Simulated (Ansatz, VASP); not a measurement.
Sr in VASP and in Ansatz

```xyz
1
Lattice="-2.5220 2.5220 2.4250 2.5220 -2.5220 2.4250 2.5220 2.5220 -2.4250" Properties=species:S:1:pos:R:3 pbc="T T T"
Sr    0.0000    0.0000    0.0000
```

Change from the starting cell: strain +0.040 along x and y, +0.000 along z, atoms carried along.

Alike in both runs: task single point; functional r2SCAN; k mesh 14 × 14 × 14; occupations gaussian, width 0.15 eV; no spin polarisation.

```csv
,VASP,Ansatz
version,VASP 6.6.1,Ansatz 0.2.0
potentials or method,"VASP PAW PBE potentials, release 64 (Sr_sv), cutoff 520 eV","scalar-relativistic, plane waves, PAW"
valence electrons in the cell,10,10
```

```tsv
	VASP	Ansatz	Ansatz less VASP
gap on the k mesh at the Fermi level (eV)	none	none	-
pressure (GPa)	-0.9	-0.9	0.00
```

VASP's potentials were made for PBE, not for r2SCAN. A gap of «none» marks a metal or a gap that the smearing closes.
